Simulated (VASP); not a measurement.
# Al (P6_3/mmc) in VASP: further runs

Al is run at these levels: r2SCAN; tasks: single point.

Everything below comes from runs of VASP 6.6.1. Logs are shortened: lines on timing, memory, paths and dates and some standing lists are left out, and cuts for length are marked.

## 1. The cell of the first run

The structure is hexagonal, space group P6_3/mmc (No. 194). Conventional cell: a = 2.742 Å, b = 2.742 Å, c = 4.867 Å, α = 90.00°, β = 90.00°, γ = 120.00°. Al (site symmetry -6m2) has 12 Al at 2.74 to 2.90 Å within 3.6 Å.

## 2. Single point, r2SCAN (strain -0.025 along x and y, +0.000 along z)

POSCAR

```
Al
1.0
    2.7421439677      0.0000000000      0.0000000000
   -1.3710719838      2.3747663369      0.0000000000
    0.0000000000      0.0000000000      4.8668500000
Al
2
Direct
    0.6666666667      0.3333333333      0.7500000000
    0.3333333333      0.6666666667      0.2500000000
```

INCAR.step1

```
PREC = Accurate ; ENCUT = 520
ISMEAR = 0 ; SIGMA = 0.15
LREAL = False ; LASPH = True
NELM = 80 ; NBANDS = 10
GGA = PE ; ALGO = Normal
EDIFF = 1E-4 ; LWAVE = True
LCHARG = False
```

INCAR.step2

```
PREC = Accurate ; ENCUT = 520
EDIFF = 1E-6 ; ISMEAR = 0
SIGMA = 0.15 ; LREAL = False
LASPH = True ; NELM = 80
ALGO = Normal ; ISIF = 2
LWAVE = False ; LCHARG = False
METAGGA = R2SCAN ; LMIXTAU = True
NBANDS = 10 ; ISTART = 1
```

KPOINTS

```
regular mesh
0
Gamma
  18 18 10
```

Potentials or basis: VASP PAW PBE potentials, release 64 (Al).

Started as:

```sh
cat potpaw_PBE.64/Al/POTCAR > POTCAR
cp INCAR.step1 INCAR
mpirun -np 1 vasp_std > vasp.out
cp INCAR.step2 INCAR
mpirun -np 1 vasp_std > vasp.out
```

OUTCAR:

```text
PREC = Accurate
   ENCUT = 520
   EDIFF = 1E-6
   ISMEAR = 0
   LREAL = False
   LASPH = True
   NELM = 80
   ISIF = 2
   METAGGA = R2SCAN
   ISTART = 1

 ion  position               nearest neighbor table
   1  0.667  0.333  0.750-   2 2.90   2 2.90   2 2.90   2 2.90   2 2.90   2 2.90
   2  0.333  0.667  0.250-   1 2.90   1 2.90   1 2.90   1 2.90   1 2.90   1 2.90

  LATTYP: Found a hexagonal cell.
 ALAT       =     2.7421439677
 C/A-ratio  =     1.7748338735

  Lattice vectors:

 A1 = (   2.7421439677,   0.0000000000,   0.0000000000)
 A2 = (  -1.3710719838,   2.3747663369,   0.0000000000)
 A3 = (   0.0000000000,   0.0000000000,   4.8668500000)

Analysis of symmetry for initial positions (statically):
=====================================================================
 Subroutine PRICEL returns:
 Original cell was already a primitive cell.

 Routine SETGRP: Setting up the symmetry group for a
 hexagonal supercell.

 Subroutine GETGRP returns: Found 24 space group operations
 (whereof 12 operations were pure point group operations)
 out of a pool of 24 trial point group operations.

The static configuration has the point symmetry D_3d.
 The point group associated with its full space group is D_6h.

Analysis of symmetry for dynamics (positions and initial velocities):
=====================================================================
 Subroutine PRICEL returns:
 Original cell was already a primitive cell.

 Routine SETGRP: Setting up the symmetry group for a
 hexagonal supercell.

 Subroutine GETGRP returns: Found 24 space group operations
 (whereof 12 operations were pure point group operations)
 out of a pool of 24 trial point group operations.

The dynamic configuration has the point symmetry D_3d.
 The point group associated with its full space group is D_6h.

 Subroutine INISYM returns: Found 24 space group operations
 (whereof 12 operations are pure point group operations),
 and found     1 'primitive' translations

----------------------------------------------------------------------------------------

                                     Primitive cell

  volume of cell :      31.6927

  direct lattice vectors                    reciprocal lattice vectors
     2.742143968  0.000000000  0.000000000     0.364678154  0.210547030  0.000000000
    -1.371071984  2.374766337  0.000000000     0.000000000  0.421094061  0.000000000
     0.000000000  0.000000000  4.866850000     0.000000000  0.000000000  0.205471712

  length of vectors
     2.742143968  2.742143968  4.866850000     0.421094061  0.421094061  0.205471712

  position of ions in fractional coordinates (direct lattice)
     0.666666667  0.333333333  0.750000000
     0.333333333  0.666666667  0.250000000

  ion indices of the primitive-cell ions
   primitive index   ion index
                 1           1
                 2           2

----------------------------------------------------------------------------------------

 KPOINTS: regular mesh

Automatic generation of k-mesh.
 Grid dimensions read from file:
 generate k-points for:   18   18   10

 Generating k-lattice:

  Cartesian coordinates                     Fractional coordinates (reciprocal lattice)
     0.020259897  0.011697057  0.000000000     0.055555556  0.000000000  0.000000000
     0.000000000  0.023394114  0.000000000     0.000000000  0.055555556  0.000000000
     0.000000000  0.000000000  0.020547171     0.000000000  0.000000000  0.100000000

  Length of vectors
     0.023394114  0.023394114  0.020547171

  Shift w.r.t. Gamma in fractional coordinates (k-lattice)
     0.000000000  0.000000000  0.000000000

 Subroutine IBZKPT returns following result:
 ===========================================

 Found    222 irreducible k-points:

 Following reciprocal coordinates:
            Coordinates               Weight
  0.000000  0.000000  0.000000      1.000000
  0.055556 -0.000000  0.000000      6.000000
  0.111111 -0.000000  0.000000      6.000000
  0.166667 -0.000000  0.000000      6.000000
  0.222222 -0.000000  0.000000      6.000000
  0.277778 -0.000000  0.000000      6.000000
[... 16 lines left out ...]
  0.333333  0.111111  0.000000     12.000000
  0.388889  0.111111  0.000000     12.000000
 [... further k-points ...]
   k-points           NKPTS =    222   k-points in BZ     NKDIM =    222   number of bands    NBANDS=     10
   number of dos      NEDOS =    301   number of ions     NIONS =      2
   total plane-waves  NPLWV =  14400
   dimension x,y,z NGX =    20 NGY =   20 NGZ =   36
   dimension x,y,z NGXF=    40 NGYF=   40 NGZF=   72
   ions per type =               2
   NGX,Y,Z   is equivalent  to a cutoff of  12.13, 12.13, 12.30 a.u.
   NGXF,Y,Z  is equivalent  to a cutoff of  24.25, 24.25, 24.59 a.u.
 SYSTEM =  unknown system
   PREC   = accura    normal or accurate (medium, high low for compatibility)
   ISTART =      1    job   : 0-new  1-cont  2-samecut
   ICHARG =      0    charge: 1-file 2-atom 10-const
   ISPIN  =      1    spin polarized calculation?
   LNONCOLLINEAR =      F non collinear calculations
   LSORBIT =      F    spin-orbit coupling
   LASPH  =      T    aspherical Exc in radial PAW
   ENCUT  =  520.0 eV  38.22 Ry    6.18 a.u.   5.10  5.10  9.05*2*pi/ulx,y,z
   NELM   =     80;   NELMIN=  2; NELMDL=  0     # of ELM steps
   EDIFF  = 0.1E-05   stopping-criterion for ELM
   LREAL  =      F    real-space projection
   EDIFFG = 0.1E-04   stopping-criterion for IOM
   NSW    =      0    number of steps for IOM
   IBRION =     -1    ionic relax: 0-MD 1-quasi-New 2-CG
   NFREE  =      0    steps in history (QN), initial steepest desc. (CG)
   ISIF   =      2    stress and relaxation
   ISYM   =      2    0-nonsym 1-usesym 2-fastsym
   POTIM  = 0.5000    time-step for ionic-motion
   TEBEG  =    0.0;   TEEND  =   0.0 temperature during run
   PSTRESS=    0.0 pullay stress
   NELECT =       6.0000    total number of electrons
   NUPDOWN=      -1.0000    fix difference up-down
   EMIN   =  10.00;   EMAX   =-10.00  energy-range for DOS
   EFERMI =   0.00;   METHOD = LEGACY
   ISMEAR =     0;   SIGMA  =   0.15  broadening in eV -4-tet -1-fermi 0-gaus
   EFERMI_NEDOS =   21; number of points for ismear=-14 and -15
   IALGO  =     38    algorithm
   IMIX   =      4    mixing-type and parameters
     AMIX     =   0.40;   BMIX     =  1.00
     AMIX_MAG =   1.60;   BMIX_MAG =  1.00
  volume/ion in A,a.u.               =      15.85       106.94
  Fermi-wavevector in a.u.,A,eV,Ry     =   0.940024  1.776388 12.022718  0.883645
  Thomas-Fermi vector in A             =   2.067394
   LORBIT       =      0    0 simple, 1 ext, 2 COOP (PROOUT), +10 PAW based schemes
   METAGGA = R2SCAN    functional components
   LHFCALC =     F    Hartree Fock is set to
   AEXX    =    0.0000 exact exchange contribution
   IVDW    =     0    specifies the selected vdW correction
   LEPSILON=     F    determine dielectric tensor
   LRPA    =     F    only Hartree local field effects (RPA)
 non-spin polarized calculation
 Gauss-broadening in eV      SIGMA  =   0.15
  energy-cutoff  :      520.00
  volume of cell :       31.69
 maximum number of plane-waves:       870
   NGX = 11   NGY = 11   NGZ = 19

 number of electron       6.0000000 magnetization

 Free energy of the ion-electron system (eV)
  ---------------------------------------------------
  ext. energy  EPLUGINS =         0.00000000
  ---------------------------------------------------
  free energy    TOTEN  =       -13.37370366 eV

  energy without entropy =      -13.36622074  energy(sigma->0) =      -13.36996220

 E-fermi :   8.4189     XC(G=0): -11.0615

 val. band max:        8.3986984066   @ k =   0.4444   0.1111   0.1000
 cond. band min:       8.4751090439   @ k =   0.4444   0.1111   0.1000
 fundamental gap:      0.0764106373
 Fermi energy:         8.4188814147

 k-point     1 :       0.0000    0.0000    0.0000
  band No.  band energies     occupation
      1      -3.6978      2.00000
      2       2.7879      2.00000
      3       2.8171      2.00000
      4      19.9344      0.00000
      5      21.4513      0.00000
      6      21.4513      0.00000
      7      21.4823      0.00000
      8      21.5990      0.00000
      9      21.5990      0.00000
     10      25.1136      0.00000

 k-point     2 :       0.0556   -0.0000    0.0000
  band No.  band energies     occupation
      1      -3.6118      2.00000
      2       2.8710      2.00000
      3       2.8979      2.00000
      4      19.2599      0.00000
      5      20.2739      0.00000
      6      20.3283      0.00000
      7      21.5472      0.00000
      8      21.8322      0.00000
      9      22.8023      0.00000
     10      24.9866      0.00000

 k-point     3 :       0.1111   -0.0000    0.0000
  band No.  band energies     occupation
      1      -3.3540      2.00000
      2       3.1192      2.00000
      3       3.1405      2.00000
      4      17.0705      0.00000
      5      19.2634      0.00000
      6      19.8967      0.00000
      7      21.0174      0.00000
      8      21.7298      0.00000
      9      23.3483      0.00000
     10      23.6457      0.00000

 k-point     4 :       0.1667   -0.0000    0.0000
  band No.  band energies     occupation
      1      -2.9256      2.00000
      2       3.5291      2.00000
      3       3.5450      2.00000
      4      14.7578      0.00000
      5      18.3369      0.00000
      6      18.9746      0.00000
      7      20.2064      0.00000
      8      20.9215      0.00000
      9      22.1447      0.00000
     10      22.7448      0.00000
[... 222 lines left out ...]
 k-point    22 :       0.2778    0.1111    0.0000
  band No.  band energies     occupation
      1      -0.3847      2.00000
      2       5.7935      2.00000
      3       5.9718      2.00000
      4       8.7756      0.00077
      5      12.6298      0.00000
      6      14.7413      0.00000
      7      15.1798      0.00000
      8      18.9418      0.00000
      9      19.2146      0.00000
     10      21.4454      0.00000

 k-point    23 :       0.3333    0.1111    0.0000
  band No.  band energies     occupation
      1       0.6997      2.00000
      2       6.0490      2.00000
      3       7.0209      2.00000
      4       7.6855      2.00000
      5      11.8286      0.00000
      6      12.8985      0.00000
      7      13.9395      0.00000
      8      18.6305      0.00000
      9      18.7913      0.00000
     10      21.1723      0.00000

 k-point    24 :       0.3889    0.1111    0.0000
  band No.  band energies     occupation
      1       1.9360      2.00000
      2       4.7946      2.00000
      3       8.2198      1.93950
      4       8.3579      1.43439
      5      10.7854      0.00000
      6      11.2194      0.00000
      7      13.2492      0.00000
      8      18.4386      0.00000
      9      18.5391      0.00000
     10      20.9918      0.00000

 [... further k-points ...]

------------------------ aborting loop because EDIFF is reached ----------------------------------------

  FORCE on cell =-STRESS in cart. coord.  units (eV):
  Direction    XX          YY          ZZ          XY          YZ          ZX
  --------------------------------------------------------------------------------------
  -------------------------------------------------------------------------------------
  Total        0.7285118      0.7285118     -0.6080055      0.0000000      0.0000000      0.0000000
  in kB       36.8288444     36.8288444    -30.7368231      0.0000000      0.0000000      0.0000000
  external PRESSURE =      14.3069552 kB  Pullay stress =       0.0000000 kB

 VOLUME and BASIS-vectors are now :
 -----------------------------------------------------------------------------
  energy-cutoff  :      520.00
  volume of cell :       31.69
      direct lattice vectors                 reciprocal lattice vectors
     2.742143968  0.000000000  0.000000000     0.364678154  0.210547030  0.000000000
    -1.371071984  2.374766337  0.000000000     0.000000000  0.421094061  0.000000000
     0.000000000  0.000000000  4.866850000     0.000000000  0.000000000  0.205471712

 POSITION                                       TOTAL-FORCE (eV/Angst)
 -----------------------------------------------------------------------------------
      1.37107      0.79159      3.65014         0.000000      0.000000      0.000000
     -0.00000      1.58318      1.21671        -0.000000      0.000000      0.000000
 -----------------------------------------------------------------------------------
    total drift:                                0.000000     -0.000000     -0.000000

  FREE ENERGIE OF THE ION-ELECTRON SYSTEM (eV)
  ---------------------------------------------------
  free  energy   TOTEN  =       -13.3737036562 eV

  energy  without entropy=      -13.3662207433  energy(sigma->0) =      -13.36996220
```

Wall time 2.7 min (1 thread of Intel Xeon Platinum 8259CL at 2.50GHz (Skylake/Cascade Lake), shared host); peak memory 0.18 GiB.

Results:

```
Free energy            : -13.3737 eV
Pressure               : 1.4 GPa
Band gap on the k mesh : zero (band 3 reaches 12.18 eV, above the bottom of band 4 at 5.26 eV)
```

Stress tensor (GPa, compression positive):
```
 3.68  0.00  0.00
 0.00  3.68  0.00
 0.00  0.00 -3.07
```

Caveat: the cell differs from its parent crystal (strain -0.025 along x and y, +0.000 along z); the PAW data sets were made with another functional, which shifts forces and pressure a little.

## 3. Single point, r2SCAN (strain +0.000 along x and y, -0.025 along z)

POSCAR

```
Al
1.0
    2.8124553515      0.0000000000      0.0000000000
   -1.4062276757      2.4356577814      0.0000000000
    0.0000000000      0.0000000000      4.7451787500
Al
2
Direct
    0.6666666667      0.3333333333      0.7500000000
    0.3333333333      0.6666666667      0.2500000000
```

INCAR.step1

```
SYSTEM = Al
  PREC = Accurate
  ENCUT = 520
  ISMEAR = 0
  SIGMA = 0.15
  LREAL = .False.
  LASPH = .True.
  NELM = 80
  NBANDS = 10
  GGA = PE
  ALGO = Normal
  EDIFF = 1E-4
  LWAVE = .True.
  LCHARG = .False.
```

INCAR.step2

```
SYSTEM = Al
  PREC = Accurate
  ENCUT = 520
  EDIFF = 1E-7
  ISMEAR = 0
  SIGMA = 0.15
  LREAL = .False.
  LASPH = .True.
  NELM = 80
  ALGO = Normal
  ISIF = 2
  LWAVE = .False.
  LCHARG = .True.
  METAGGA = R2SCAN
  LMIXTAU = .True.
  LELF = .True.
  LVHAR = .True.
  NBANDS = 10
  ISTART = 1
```

KPOINTS

```
regular mesh
0
Gamma
  18 18 10
  0 0 0
```

Potentials or basis: VASP PAW PBE potentials, release 64 (Al).

Started as:

```sh
cat potpaw_PBE.64/Al/POTCAR > POTCAR
cp INCAR.step1 INCAR
mpirun -np 1 vasp_std > vasp.out
cp INCAR.step2 INCAR
mpirun -np 1 vasp_std > vasp.out
```

OUTCAR:

```text
SYSTEM = Al
   PREC = Accurate
   ENCUT = 520
   EDIFF = 1E-7
   ISMEAR = 0
   LREAL = .False.
   LASPH = .True.
   NELM = 80
   ISIF = 2
   METAGGA = R2SCAN
   ISTART = 1

 ion  position               nearest neighbor table
   1  0.667  0.333  0.750-   2 2.88   2 2.88   2 2.88   2 2.88   2 2.88   2 2.88
   2  0.333  0.667  0.250-   1 2.88   1 2.88   1 2.88   1 2.88   1 2.88   1 2.88

  LATTYP: Found a hexagonal cell.
 ALAT       =     2.8124553515
 C/A-ratio  =     1.6872014510

  Lattice vectors:

 A1 = (   2.8124553515,   0.0000000000,   0.0000000000)
[... 494 lines left out ...]
      7      12.5651      0.00000
      8      17.8551      0.00000
      9      18.1106      0.00000
     10      19.8376      0.00000

 [... further k-points ...]
[... 5 lines left out ...]
  --------------------------------------------------------------------------------------
  -------------------------------------------------------------------------------------
  Total       -0.2612025     -0.2612025     -0.4073079     -0.0000000      0.0000000      0.0000000
  in kB      -12.8745891    -12.8745891    -20.0760799     -0.0000000      0.0000000      0.0000000
  external PRESSURE =     -15.2750860 kB  Pullay stress =       0.0000000 kB

 VOLUME and BASIS-vectors are now :
 -----------------------------------------------------------------------------
  energy-cutoff  :      520.00
  volume of cell :       32.51
      direct lattice vectors                 reciprocal lattice vectors
     2.812455352  0.000000000  0.000000000     0.355561200  0.205283355  0.000000000
    -1.406227676  2.435657781  0.000000000     0.000000000  0.410566709  0.000000000
     0.000000000  0.000000000  4.745178750     0.000000000  0.000000000  0.210740217

 POSITION                                       TOTAL-FORCE (eV/Angst)
 -----------------------------------------------------------------------------------
      1.40623      0.81189      3.55888        -0.000000     -0.000000      0.000000
     -0.00000      1.62377      1.18629         0.000000      0.000000      0.000000
 -----------------------------------------------------------------------------------
    total drift:                               -0.000000      0.000000     -0.000000

  FREE ENERGIE OF THE ION-ELECTRON SYSTEM (eV)
  ---------------------------------------------------
  free  energy   TOTEN  =       -13.3959612547 eV

  energy  without entropy=      -13.3872435326  energy(sigma->0) =      -13.39160239
```

OUTCAR.step1:

```text
SYSTEM = Al
   PREC = Accurate
   ENCUT = 520
   ISMEAR = 0
   LREAL = .False.
   LASPH = .True.
[... 537 lines left out ...]
      1.40623      0.81189      3.55888        -0.000000     -0.000000      0.000000
     -0.00000      1.62377      1.18629         0.000000      0.000000      0.000000
 -----------------------------------------------------------------------------------
    total drift:                               -0.000000      0.000000     -0.000000

  FREE ENERGIE OF THE ION-ELECTRON SYSTEM (eV)
  ---------------------------------------------------
  free  energy   TOTEN  =        -7.4229497039 eV

  energy  without entropy=       -7.4128025024  energy(sigma->0) =       -7.41787610
```

It took 2.8 min on 1 thread of Intel Xeon Platinum 8259CL at 2.50GHz (Skylake/Cascade Lake), shared host; peak memory 0.19 GiB.

Results:

```
Free energy            : -13.3960 eV
Pressure               : -1.5 GPa
Band gap on the k mesh : zero (band 3 reaches 12.26 eV, above the bottom of band 4 at 4.88 eV)
```

Caveat: the cell differs from its parent crystal (strain +0.000 along x and y, -0.025 along z); the PAW data sets were made with another functional, which shifts forces and pressure a little.

[end of part 1 of 2]
